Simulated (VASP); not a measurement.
# BAs (Pmmm) in VASP: notebook

The runs below take BAs through single point, with LDA, PBEsol.

Everything below comes from runs of VASP 6.6.1. Logs are shortened: lines on timing, memory, paths and dates and some standing lists are left out, and cuts for length are marked.

## Step 1: The cell of the first run

The structure is orthorhombic, space group Pmmm (No. 47). The conventional cell has a = 2.550 Å, b = 3.101 Å, c = 3.115 Å, α = 90.00°, β = 90.00°, γ = 90.00°. B (site symmetry mmm) has 4 As at 2.20 Å and 2 B at 2.55 Å within 2.9 Å. Within 2.9 Å of As (site symmetry mmm) lie 4 B at 2.20 Å and 2 As at 2.55 Å.

## Step 2: Single point, LDA

Input file INCAR:

```
PREC = Accurate ; ENCUT = 560
EDIFF = 1E-6 ; ISMEAR = -1
SIGMA = 0.05 ; LREAL = False
LASPH = True ; NELM = 120
ALGO = Normal ; ISIF = 2
LWAVE = False ; LCHARG = False
GGA = CA ; NBANDS = 16
GGA_COMPAT = False
```

Input file KPOINTS:

```
Automatic mesh
0
Gamma
  12 8 6
```

Input file POSCAR:

```
BAs
1.0
    3.1009301269      0.0000000000      0.0000000000
    0.0000000000      2.5504651375      0.0000000000
    0.0000000000      0.0000000000      3.1148250342
B As
1 1
Direct
    0.0000000000      0.5000000000      0.0000000000
    0.5000000000      0.5000000000      0.5000000000
```

Potentials or basis: VASP PAW LDA potentials, release 64 (B, As_d).

Command:

```console
$ cat potpaw_LDA.64/B/POTCAR potpaw_LDA.64/As_d/POTCAR > POTCAR
$ mpirun -np 1 vasp_std > vasp.out
```

OUTCAR:

```text
PREC = Accurate
   ENCUT = 560
   EDIFF = 1E-6
   ISMEAR = -1
   LREAL = False
   LASPH = True
   NELM = 120
   ISIF = 2
   GGA = CA

 ion  position               nearest neighbor table
   1  0.000  0.500  0.000-   2 2.20   2 2.20   2 2.20   2 2.20
   2  0.500  0.500  0.500-   1 2.20   1 2.20   1 2.20   1 2.20

  LATTYP: Found a simple orthorhombic cell.
 ALAT       =     2.5504651375
 B/A-ratio  =     1.2158292546
 C/A-ratio  =     1.2212772441

  Lattice vectors:

 A1 = (   0.0000000000,  -2.5504651375,   0.0000000000)
 A2 = (   3.1009301269,   0.0000000000,   0.0000000000)
 A3 = (   0.0000000000,   0.0000000000,   3.1148250342)

Analysis of symmetry for initial positions (statically):
=====================================================================
 Subroutine PRICEL returns:
 Original cell was already a primitive cell.

 Routine SETGRP: Setting up the symmetry group for a
 simple orthorhombic supercell.

 Subroutine GETGRP returns: Found  8 space group operations
 (whereof  8 operations were pure point group operations)
 out of a pool of  8 trial point group operations.

The static configuration has the point symmetry D_2h.

Analysis of symmetry for dynamics (positions and initial velocities):
=====================================================================
 Subroutine PRICEL returns:
 Original cell was already a primitive cell.

 Routine SETGRP: Setting up the symmetry group for a
 simple orthorhombic supercell.

 Subroutine GETGRP returns: Found  8 space group operations
 (whereof  8 operations were pure point group operations)
 out of a pool of  8 trial point group operations.

The dynamic configuration has the point symmetry D_2h.

 Subroutine INISYM returns: Found  8 space group operations
 (whereof  8 operations are pure point group operations),
 and found     1 'primitive' translations

----------------------------------------------------------------------------------------

                                     Primitive cell

  volume of cell :      24.6346

  direct lattice vectors                    reciprocal lattice vectors
     3.100930127  0.000000000  0.000000000     0.322483887  0.000000000  0.000000000
     0.000000000  2.550465137  0.000000000     0.000000000  0.392085344  0.000000000
     0.000000000  0.000000000  3.114825034     0.000000000  0.000000000  0.321045320

[... 75 lines left out ...]
   ISTART =      0    job   : 0-new  1-cont  2-samecut
   ICHARG =      2    charge: 1-file 2-atom 10-const
   ISPIN  =      1    spin polarized calculation?
   LNONCOLLINEAR =      F non collinear calculations
   LSORBIT =      F    spin-orbit coupling
   LASPH  =      T    aspherical Exc in radial PAW
   ENCUT  =  560.0 eV  41.16 Ry    6.42 a.u.   5.98  4.92  6.01*2*pi/ulx,y,z
   NELM   =    120;   NELMIN=  2; NELMDL= -5     # of ELM steps
   EDIFF  = 0.1E-05   stopping-criterion for ELM
   LREAL  =      F    real-space projection
   EDIFFG = 0.1E-04   stopping-criterion for IOM
   NSW    =      0    number of steps for IOM
   IBRION =     -1    ionic relax: 0-MD 1-quasi-New 2-CG
   NFREE  =      0    steps in history (QN), initial steepest desc. (CG)
   ISIF   =      2    stress and relaxation
   ISYM   =      2    0-nonsym 1-usesym 2-fastsym
   POTIM  = 0.5000    time-step for ionic-motion
   TEBEG  =    0.0;   TEEND  =   0.0 temperature during run
   PSTRESS=    0.0 pullay stress
   NELECT =      18.0000    total number of electrons
   NUPDOWN=      -1.0000    fix difference up-down
   EMIN   =  10.00;   EMAX   =-10.00  energy-range for DOS
   EFERMI =   0.00;   METHOD = LEGACY
   ISMEAR =    -1;   SIGMA  =   0.05  broadening in eV -4-tet -1-fermi 0-gaus
   EFERMI_NEDOS =   21; number of points for ismear=-14 and -15
   IALGO  =     38    algorithm
   IMIX   =      4    mixing-type and parameters
     AMIX     =   0.40;   BMIX     =  1.00
     AMIX_MAG =   1.60;   BMIX_MAG =  1.00
  volume/ion in A,a.u.               =      12.32        83.12
  Fermi-wavevector in a.u.,A,eV,Ry     =   1.474520  2.786439 29.581911  2.174209
  Thomas-Fermi vector in A             =   2.589281
   LORBIT       =      0    0 simple, 1 ext, 2 COOP (PROOUT), +10 PAW based schemes
   GGA     = CA    functional components
   LHFCALC =     F    Hartree Fock is set to
   AEXX    =    0.0000 exact exchange contribution
   IVDW    =     0    specifies the selected vdW correction
   LEPSILON=     F    determine dielectric tensor
   LRPA    =     F    only Hartree local field effects (RPA)
 non-spin polarized calculation
  energy-cutoff  :      560.00
  volume of cell :       24.63
 maximum number of plane-waves:       756
 NGX is ok and might be reduce to    24
   NGX = 11   NGY =  9   NGZ = 13

 number of electron      17.9999998 magnetization

 Free energy of the ion-electron system (eV)
  ---------------------------------------------------
  ext. energy  EPLUGINS =         0.00000000
  ---------------------------------------------------
  free energy    TOTEN  =       -10.85367198 eV

  energy without entropy =      -10.84777204  energy(sigma->0) =      -10.85072201

 E-fermi :   5.9697     XC(G=0): -12.1850

 val. band max:        5.9039593542   @ k =   0.2500   0.5000   0.0000
 cond. band min:       5.9810214016   @ k =   0.4167   0.3750   0.5000
 fundamental gap:      0.0770620473
 Fermi energy:         5.9696920282

 k-point     1 :       0.0000    0.0000    0.0000
  band No.  band energies     occupation
      1     -30.4850      2.00000
      2     -30.3258      2.00000
      3     -30.3237      2.00000
      4     -30.3182      2.00000
      5     -30.3044      2.00000
      6     -10.3280      2.00000
[... 433 lines left out ...]
      3     -30.3434      2.00000
      4     -30.3076      2.00000
      5     -30.3024      2.00000
      6      -7.2335      2.00000
[... 8 lines left out ...]
     15      16.7136      0.00000
     16      17.0955      0.00000

 [... further k-points ...]
[... 5 lines left out ...]
  --------------------------------------------------------------------------------------
  -------------------------------------------------------------------------------------
  Total        0.0230151      0.0149066      0.0240434     -0.0000000      0.0000000      0.0000000
  in kB        1.4968514      0.9694941      1.5637264     -0.0000000      0.0000000      0.0000000
  external PRESSURE =       1.3433573 kB  Pullay stress =       0.0000000 kB

 VOLUME and BASIS-vectors are now :
 -----------------------------------------------------------------------------
  energy-cutoff  :      560.00
  volume of cell :       24.63
      direct lattice vectors                 reciprocal lattice vectors
     3.100930127  0.000000000  0.000000000     0.322483887  0.000000000  0.000000000
     0.000000000  2.550465137  0.000000000     0.000000000  0.392085344  0.000000000
     0.000000000  0.000000000  3.114825034     0.000000000  0.000000000  0.321045320

 POSITION                                       TOTAL-FORCE (eV/Angst)
 -----------------------------------------------------------------------------------
      0.00000      1.27523      0.00000         0.000000      0.000000      0.000000
      1.55047      1.27523      1.55741         0.000000      0.000000      0.000000
 -----------------------------------------------------------------------------------
    total drift:                                0.000000     -0.000000     -0.000000

  FREE ENERGIE OF THE ION-ELECTRON SYSTEM (eV)
  ---------------------------------------------------
  free  energy   TOTEN  =       -10.8536719816 eV

  energy  without entropy=      -10.8477720372  energy(sigma->0) =      -10.85072201
```

OSZICAR:

```text
N       E                     dE             d eps       ncg     rms          rms(c)
DAV:   1     0.827206292147E+02    0.82721E+02   -0.82783E+03  5376   0.532E+03
DAV:   2    -0.287504204280E+01   -0.85596E+02   -0.81134E+02  5152   0.608E+02
DAV:   3    -0.109710957618E+02   -0.80961E+01   -0.80380E+01  5120   0.844E+01
DAV:   4    -0.111321176390E+02   -0.16102E+00   -0.16100E+00  5608   0.128E+01
DAV:   5    -0.111336827320E+02   -0.15651E-02   -0.15651E-02  5296   0.147E+00    0.466E+00
DAV:   6    -0.108794443921E+02    0.25424E+00   -0.36154E-01  6120   0.557E+00    0.244E+00
DAV:   7    -0.108572833161E+02    0.22161E-01   -0.55086E-02  5112   0.174E+00    0.103E+00
DAV:   8    -0.108537111488E+02    0.35722E-02   -0.61547E-03  5936   0.128E+00    0.954E-02
DAV:   9    -0.108536798854E+02    0.31263E-04   -0.29835E-04  5728   0.319E-01    0.366E-02
DAV:  10    -0.108536724784E+02    0.74070E-05   -0.33161E-05  5928   0.910E-02    0.119E-02
DAV:  11    -0.108536719816E+02    0.49677E-06   -0.56954E-06  5744   0.605E-02
   1 F= -.10853672E+02 E0= -.10850722E+02  d E =-.589994E-02
```

stdout:

```text
POSCAR found type information on POSCAR B As
 POSCAR found :  2 types and       2 ions
 scaLAPACK will be used
 LDA part: xc-table for (Slater(with rela. corr.)+CA(PZ))
 , standard interpolation
 POSCAR, INCAR and KPOINTS ok, starting setup
 FFT: planning ... GRIDC
 FFT: planning ... GRID_SOFT
 FFT: planning ... GRID
 WAVECAR not read
 entering main loop
```

Run time: 18 s. Hardware: 1 thread of Intel Xeon Platinum 8375C at 2.90GHz (Ice Lake), shared host; peak memory 0.17 GiB.

Results:

- Free energy: -10.8537 eV
- Pressure: 0.1 GPa
- Band gap on the k mesh: zero (bands 9 and 10 overlap by 5.22 eV)

## Step 3: Single point, PBEsol

This run uses another cell than the first one, of 12.56 Å³/atom.

Input file INCAR:

```
PREC     = Accurate       # precision mode
ENCUT    = 560            # plane-wave cutoff, eV
EDIFF    = 1E-6           # SCF threshold, eV
ISMEAR   = -1             # smearing method
SIGMA    = 0.05           # smearing width, eV
LREAL    = False          # projectors in reciprocal space
LASPH    = True           # aspherical terms in the spheres
NELM     = 120            # most SCF steps
ALGO     = Normal         # electronic algorithm
ISIF     = 2              # what is computed and relaxed
LWAVE    = False          # write WAVECAR
LCHARG   = False          # write CHGCAR
GGA      = PS             # functional
NBANDS   = 16             # bands
GGA_COMPAT= False
```

Input file KPOINTS:

```
regular mesh
0
Gamma
  12 8 6
```

Input file POSCAR:

```
BAs
1.0
    3.1210602621      0.0000000000      0.0000000000
    0.0000000000      2.5666719948      0.0000000000
    0.0000000000      0.0000000000      3.1346488865
B As
1 1
Direct
    0.0000000000      0.5000000000      0.0000000000
    0.5000000000      0.5000000000      0.5000000000
```

Potentials or basis: VASP PAW PBE potentials, release 64 (B, As_d).

Command:

```console
$ cat potpaw_PBE.64/B/POTCAR potpaw_PBE.64/As_d/POTCAR > POTCAR
$ mpirun -np 1 vasp_std > vasp.out
```

Run time: 16 s. Hardware: 1 thread of AMD EPYC 9R45 (Zen 5), shared host; peak memory 0.15 GiB.

It converged, with:

```
Free energy            : -10.2214 eV
Pressure               : 0.1 GPa
Band gap on the k mesh : zero (bands 9 and 10 overlap by 5.33 eV)
```

Stress tensor (GPa, compression positive):
```
0.03 0.00 0.00
0.00 0.14 0.00
0.00 0.00 0.03
```

Levels at points of the mesh, in eV from the Fermi level:
```
           k point  band 6  band 7  band 8  band 9  band 10  band 11  band 12  band 13
(0.00, 0.00, 0.00)  -16.16   -3.23   -3.13   -1.47     3.36     4.22     9.22     9.25
(0.50, 0.00, 0.00)  -13.92  -10.63    0.60    0.67     2.45     4.36     5.93     7.09
(0.00, 0.50, 0.00)  -12.42   -8.22   -1.02   -0.92     1.85     3.34     7.80     9.30
(0.50, 0.50, 0.00)  -10.18   -7.37   -5.72   -3.29     2.39     3.37     5.95     8.07
(0.00, 0.00, 0.50)  -13.95  -10.65    0.67    0.73     2.53     4.47     5.92     7.06
(0.50, 0.00, 0.50)  -11.68   -7.92   -7.91   -6.58     6.64     8.32    11.86    11.91
(0.00, 0.50, 0.50)  -10.22   -7.39   -5.75   -3.31     2.44     3.44     6.03     8.18
(0.50, 0.50, 0.50)   -7.44   -5.31   -5.30   -4.34    -3.02    -1.51     3.32     3.33
```

Caveat: the PAW data sets were made with another functional, which shifts forces and pressure a little.

The gap in the log of VASP goes by the Fermi energy; the results here count the filled bands.